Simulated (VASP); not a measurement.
# Li (Fm-3m) in VASP: further runs

The runs below take Li through single point, relaxation of cell and atoms, with PBEsol+D3(BJ), BLYP+D3(BJ), LDA.

Everything below comes from runs of VASP 6.6.1. Logs are shortened: lines on timing, memory, paths and dates and some standing lists are left out, and cuts for length are marked.

### 1 The cell of the first run

It takes space group Fm-3m (No. 225, cubic). Conventional cell: a = 4.198 Å, b = 4.198 Å, c = 4.198 Å, α = 90.00°, β = 90.00°, γ = 90.00°. Li (site symmetry m-3m) has 12 Li at 2.97 Å within 3.9 Å.

### 2 Single point, PBEsol+D3(BJ)

Contents of INCAR:

```
PREC = Accurate
ENCUT = 750
EDIFF = 1E-6
ISMEAR = 0
SIGMA = 0.15
LREAL = False
LASPH = True
NELM = 120
ALGO = Normal
ISIF = 2
LWAVE = False
LCHARG = False
GGA = PS
IVDW = 12
NBANDS = 8
GGA_COMPAT = False
```

Contents of KPOINTS:

```
regular mesh
0
Gamma
  8 8 8
```

Contents of POSCAR:

```
Li
1.0
    0.0000000000      2.0990870618      2.0990870618
    2.0990870618      0.0000000000      2.0990870618
    2.0990870618      2.0990870618      0.0000000000
Li
1
Direct
    0.0000000000      0.0000000000      0.0000000000
```

Potentials or basis: VASP PAW PBE potentials, release 64 (Li_sv).

Run with:

```console
> cat potpaw_PBE.64/Li_sv/POTCAR > POTCAR
> mpirun -np 1 vasp_std > vasp.out
```

OUTCAR:

```text
PREC = Accurate
   ENCUT = 750
   EDIFF = 1E-6
   ISMEAR = 0
   LREAL = False
   LASPH = True
   NELM = 120
   ISIF = 2
   GGA = PS
   IVDW = 12
 IVDW          = 12

 ion  position               nearest neighbor table
   1  0.000  0.000  0.000-

  LATTYP: Found a face centered cubic cell.
 ALAT       =     4.1981741236

  Lattice vectors:

 A1 = (   0.0000000000,   2.0990870618,   2.0990870618)
 A2 = (   2.0990870618,   0.0000000000,   2.0990870618)
 A3 = (   2.0990870618,   2.0990870618,   0.0000000000)

Analysis of symmetry for initial positions (statically):
=====================================================================
 Subroutine PRICEL returns:
 Original cell was already a primitive cell.

 Routine SETGRP: Setting up the symmetry group for a
 face centered cubic supercell.

 Subroutine GETGRP returns: Found 48 space group operations
 (whereof 48 operations were pure point group operations)
 out of a pool of 48 trial point group operations.

The static configuration has the point symmetry O_h .

Analysis of symmetry for dynamics (positions and initial velocities):
=====================================================================
 Subroutine PRICEL returns:
 Original cell was already a primitive cell.

 Routine SETGRP: Setting up the symmetry group for a
 face centered cubic supercell.

 Subroutine GETGRP returns: Found 48 space group operations
 (whereof 48 operations were pure point group operations)
 out of a pool of 48 trial point group operations.

The dynamic configuration has the point symmetry O_h .

 Subroutine INISYM returns: Found 48 space group operations
 (whereof 48 operations are pure point group operations),
 and found     1 'primitive' translations

----------------------------------------------------------------------------------------

                                     Primitive cell

  volume of cell :      18.4979

  direct lattice vectors                    reciprocal lattice vectors
     0.000000000  2.099087062  2.099087062    -0.238198791  0.238198791  0.238198791
     2.099087062  0.000000000  2.099087062     0.238198791 -0.238198791  0.238198791
     2.099087062  2.099087062  0.000000000     0.238198791  0.238198791 -0.238198791

  length of vectors
     2.968557391  2.968557391  2.968557391     0.412572408  0.412572408  0.412572408

  position of ions in fractional coordinates (direct lattice)
     0.000000000  0.000000000  0.000000000

  ion indices of the primitive-cell ions
   primitive index   ion index
                 1           1

----------------------------------------------------------------------------------------

 KPOINTS: regular mesh

Automatic generation of k-mesh.
 Grid dimensions read from file:
 generate k-points for:    8    8    8

 Generating k-lattice:

  Cartesian coordinates                     Fractional coordinates (reciprocal lattice)
    -0.029774849  0.029774849  0.029774849     0.125000000  0.000000000  0.000000000
     0.029774849 -0.029774849  0.029774849     0.000000000  0.125000000  0.000000000
     0.029774849  0.029774849 -0.029774849     0.000000000  0.000000000  0.125000000

  Length of vectors
     0.051571551  0.051571551  0.051571551

  Shift w.r.t. Gamma in fractional coordinates (k-lattice)
     0.000000000  0.000000000  0.000000000

 Subroutine IBZKPT returns following result:
 ===========================================

 Found     29 irreducible k-points:

 Following reciprocal coordinates:
            Coordinates               Weight
  0.000000  0.000000  0.000000      1.000000
  0.125000  0.000000  0.000000      8.000000
  0.250000  0.000000  0.000000      8.000000
  0.375000  0.000000  0.000000      8.000000
  0.500000  0.000000  0.000000      4.000000
  0.125000  0.125000  0.000000      6.000000
[... 16 lines left out ...]
  0.500000  0.250000  0.125000     48.000000
 -0.375000  0.250000  0.125000     24.000000
 [... further k-points ...]
   k-points           NKPTS =     29   k-points in BZ     NKDIM =     29   number of bands    NBANDS=      8
   number of dos      NEDOS =    301   number of ions     NIONS =      1
   total plane-waves  NPLWV =  21952
   dimension x,y,z NGX =    28 NGY =   28 NGZ =   28
   dimension x,y,z NGXF=    56 NGYF=   56 NGZF=   56
   ions per type =               1
   NGX,Y,Z   is equivalent  to a cutoff of  15.68, 15.68, 15.68 a.u.
   NGXF,Y,Z  is equivalent  to a cutoff of  31.36, 31.36, 31.36 a.u.
 SYSTEM =  unknown system
   PREC   = accura    normal or accurate (medium, high low for compatibility)
   ISTART =      0    job   : 0-new  1-cont  2-samecut
   ICHARG =      2    charge: 1-file 2-atom 10-const
   ISPIN  =      1    spin polarized calculation?
   LNONCOLLINEAR =      F non collinear calculations
   LSORBIT =      F    spin-orbit coupling
   LASPH  =      T    aspherical Exc in radial PAW
   ENCUT  =  750.0 eV  55.12 Ry    7.42 a.u.   6.63  6.63  6.63*2*pi/ulx,y,z
   NELM   =    120;   NELMIN=  2; NELMDL= -5     # of ELM steps
   EDIFF  = 0.1E-05   stopping-criterion for ELM
   LREAL  =      F    real-space projection
   EDIFFG = 0.1E-04   stopping-criterion for IOM
   NSW    =      0    number of steps for IOM
   IBRION =     -1    ionic relax: 0-MD 1-quasi-New 2-CG
   NFREE  =      0    steps in history (QN), initial steepest desc. (CG)
   ISIF   =      2    stress and relaxation
   ISYM   =      2    0-nonsym 1-usesym 2-fastsym
   POTIM  = 0.5000    time-step for ionic-motion
   TEBEG  =    0.0;   TEEND  =   0.0 temperature during run
   PSTRESS=    0.0 pullay stress
   NELECT =       3.0000    total number of electrons
   NUPDOWN=      -1.0000    fix difference up-down
   EMIN   =  10.00;   EMAX   =-10.00  energy-range for DOS
   EFERMI =   0.00;   METHOD = LEGACY
   ISMEAR =     0;   SIGMA  =   0.15  broadening in eV -4-tet -1-fermi 0-gaus
   EFERMI_NEDOS =   21; number of points for ismear=-14 and -15
   IALGO  =     38    algorithm
   IMIX   =      4    mixing-type and parameters
     AMIX     =   0.40;   BMIX     =  1.00
     AMIX_MAG =   1.60;   BMIX_MAG =  1.00
  volume/ion in A,a.u.               =      18.50       124.83
  Fermi-wavevector in a.u.,A,eV,Ry     =   0.892774  1.687098 10.844458  0.797045
  Thomas-Fermi vector in A             =   2.014766
   LORBIT       =      0    0 simple, 1 ext, 2 COOP (PROOUT), +10 PAW based schemes
   GGA     = PS    functional components
   LHFCALC =     F    Hartree Fock is set to
   AEXX    =    0.0000 exact exchange contribution
   IVDW    =    12    specifies the selected vdW correction
   LEPSILON=     F    determine dielectric tensor
   LRPA    =     F    only Hartree local field effects (RPA)
 non-spin polarized calculation
 Gauss-broadening in eV      SIGMA  =   0.15
  energy-cutoff  :      750.00
  volume of cell :       18.50
 maximum number of plane-waves:       887
   NGX = 13   NGY = 13   NGZ = 13

 number of electron       3.0000001 magnetization

 Free energy of the ion-electron system (eV)
  ---------------------------------------------------
  ext. energy  EPLUGINS =         0.00000000
  ---------------------------------------------------
  free energy    TOTEN  =        -1.95851591 eV

  energy without entropy =       -1.95422593  energy(sigma->0) =       -1.95637092

 E-fermi :   0.7642     XC(G=0):  -7.2451

 val. band max:        0.7124450237   @ k =   0.3750   0.3750   0.0000
 cond. band min:       0.8306070397   @ k =   0.5000   0.0000   0.0000
 fundamental gap:      0.1181620160
 Fermi energy:         0.7641775878

 k-point     1 :       0.0000    0.0000    0.0000
  band No.  band energies     occupation
      1     -44.8606      2.00000
      2      -2.7930      2.00000
      3      16.2084      0.00000
      4      16.2084      0.00000
      5      16.2084      0.00000
      6      20.2075      0.00000
      7      20.2075      0.00000
      8      20.2075      0.00000

 k-point     2 :       0.1250    0.0000    0.0000
  band No.  band energies     occupation
      1     -44.8566      2.00000
      2      -2.5053      2.00000
      3      13.4849      0.00000
      4      15.6327      0.00000
      5      15.6328      0.00000
      6      19.4232      0.00000
      7      21.2129      0.00000
      8      21.2129      0.00000

 k-point     3 :       0.2500    0.0000    0.0000
  band No.  band energies     occupation
      1     -44.8469      2.00000
      2      -1.6434      2.00000
      3       9.3943      0.00000
      4      14.8595      0.00000
      5      14.8596      0.00000
      6      19.9430      0.00000
      7      20.7120      0.00000
      8      20.7120      0.00000

 k-point     4 :       0.3750    0.0000    0.0000
  band No.  band energies     occupation
      1     -44.8372      2.00000
      2      -0.2730      2.00000
      3       5.9369      0.00000
      4      14.4576      0.00000
      5      14.4577      0.00000
      6      19.0753      0.00000
      7      19.0753      0.00000
      8      19.4354      0.00000

 k-point     5 :       0.5000    0.0000    0.0000
  band No.  band energies     occupation
      1     -44.8332      2.00000
      2       0.8306      0.53112
      3       4.1232      0.00000
      4      14.3641      0.00000
      5      14.3641      0.00000
      6      18.4415      0.00000
      7      18.4415      0.00000
      8      19.0777      0.00000
[... 177 lines left out ...]
 k-point    22 :       0.3750    0.2500    0.1250
  band No.  band energies     occupation
      1     -44.8397      2.00000
      2      -0.8496      2.00000
      3       9.2102      0.00000
      4      10.9987      0.00000
      5      14.0212      0.00000
      6      17.7614      0.00000
      7      17.8763      0.00000
      8      23.3916      0.00000

 k-point    23 :       0.5000    0.2500    0.1250
  band No.  band energies     occupation
      1     -44.8320      2.00000
      2       0.5867      1.90568
      3       6.2585      0.00000
      4      10.2396      0.00000
      5      12.4563      0.00000
      6      17.2742      0.00000
      7      20.3733      0.00000
      8      22.8349      0.00000

 k-point    24 :      -0.3750    0.2500    0.1250
  band No.  band energies     occupation
      1     -44.8288      2.00000
      2       1.8738      0.00000
      3       4.3347      0.00000
      4      10.1649      0.00000
      5      11.8321      0.00000
      6      17.0742      0.00000
      7      21.2344      0.00000
      8      24.6704      0.00000

 [... further k-points ...]

------------------------ aborting loop because EDIFF is reached ----------------------------------------

 Edisp (eV)   -0.16392

 E8    (eV) :    -0.1050

  FORCE on cell =-STRESS in cart. coord.  units (eV):
  Direction    XX          YY          ZZ          XY          YZ          ZX
  --------------------------------------------------------------------------------------
  -------------------------------------------------------------------------------------
  Total      -0.01767    -0.01767    -0.01767     0.00000     0.00000    -0.00000
  in kB      -1.53005    -1.53005    -1.53005     0.00000     0.00000    -0.00000
  external pressure =       -1.53 kB  Pullay stress =        0.00 kB

 VOLUME and BASIS-vectors are now :
 -----------------------------------------------------------------------------
  energy-cutoff  :      750.00
  volume of cell :       18.50
      direct lattice vectors                 reciprocal lattice vectors
     0.000000000  2.099087062  2.099087062    -0.238198791  0.238198791  0.238198791
     2.099087062  0.000000000  2.099087062     0.238198791 -0.238198791  0.238198791
     2.099087062  2.099087062  0.000000000     0.238198791  0.238198791 -0.238198791

 POSITION                                       TOTAL-FORCE (eV/Angst)
 -----------------------------------------------------------------------------------
      0.00000      0.00000      0.00000         0.000000      0.000000      0.000000
 -----------------------------------------------------------------------------------
    total drift:                               -0.000000     -0.000000     -0.000000

  FREE ENERGIE OF THE ION-ELECTRON SYSTEM (eV)
  ---------------------------------------------------
  free  energy   TOTEN  =        -2.1224356271 eV

  energy  without entropy=       -2.1181456454  energy(sigma->0) =       -2.12029064
```

Wall time 16 s (1 thread of Intel Xeon 8259CL, shared host); peak memory 0.15 GiB.

Results:

* Free energy: -2.1224 eV
* Pressure: -0.2 GPa
* Dispersion energy per atom: -0.164 eV

Levels at points of the mesh, in eV from the Fermi level:
| k point | band 1 | band 2 | band 3 | band 4 | band 5 |
| --- | --- | --- | --- | --- | --- |
| (0.00, 0.00, 0.00) | -45.62 | -3.56 | 15.44 | 15.44 | 15.44 |
| (0.50, 0.00, 0.00) | -45.60 | 0.07 | 3.36 | 13.60 | 13.60 |
| (0.50, 0.50, 0.00) | -45.59 | 1.72 | 5.17 | 9.09 | 9.09 |

Caveat: the PAW data sets were made with another functional, which shifts forces and pressure a little; pairwise dispersion overbinds metals, which lowers pressure and volume.

### 3 Single point, BLYP+D3(BJ)

This run uses another cell than the first one, of 15.68 Å³/atom, 0.848 times its volume.

Contents of INCAR:

```
PREC = Accurate ; ENCUT = 750
EDIFF = 1E-6 ; ISMEAR = 0
SIGMA = 0.15 ; LREAL = F
LASPH = T ; NELM = 120
ALGO = Normal ; ISIF = 2
LWAVE = F ; LCHARG = T
GGA = B5 ; ALDAX = 1.0
AGGAX = 1.0 ; AGGAC = 1.0
ALDAC = 0.0 ; IVDW = 12
VDW_S6 = 1.0 ; VDW_S8 = 2.6996
VDW_A1 = 0.4298 ; VDW_A2 = 4.2359
LELF = T ; LVHAR = T
NBANDS = 8 ; GGA_COMPAT = F
```

KPOINTS is that of step 2.

Contents of POSCAR:

```
Li
1.0
    0.0000000000      1.9867136949      1.9867136949
    1.9867136949      0.0000000000      1.9867136949
    1.9867136949      1.9867136949      0.0000000000
Li
1
Direct
    0.0000000000      0.0000000000      0.0000000000
```

Potentials or basis: VASP PAW PBE potentials, release 64 (Li_sv).

Run with:

```console
> cat potpaw_PBE.64/Li_sv/POTCAR > POTCAR
> mpirun -np 1 vasp_std > vasp.out
```

It took 27 s on 1 thread of Intel Xeon 8259CL, shared host; peak memory 0.15 GiB.

Results (log left out):

| Property | Result |
| --- | --- |
| Free energy | -1.9944 eV |
| Pressure | -0.1 GPa |
| Dispersion energy per atom | -0.490 eV |

Levels at points of the mesh, in eV from the Fermi level:
| k point | band 1 | band 2 | band 3 | band 4 | band 5 | band 6 | band 7 |
| --- | --- | --- | --- | --- | --- | --- | --- |
| (0.00, 0.00, 0.00) | -46.69 | -3.71 | 17.00 | 17.00 | 17.00 | 21.72 | 21.72 |
| (0.50, 0.00, 0.00) | -46.65 | -0.01 | 4.03 | 14.99 | 14.99 | 19.71 | 19.71 |
| (0.50, 0.50, 0.00) | -46.63 | 1.85 | 5.86 | 10.03 | 10.03 | 12.65 | 19.09 |

Caveat: the PAW data sets were made with another functional, which shifts forces and pressure a little; pairwise dispersion overbinds metals, which lowers pressure and volume.

(Continued in part 2 of 3.)
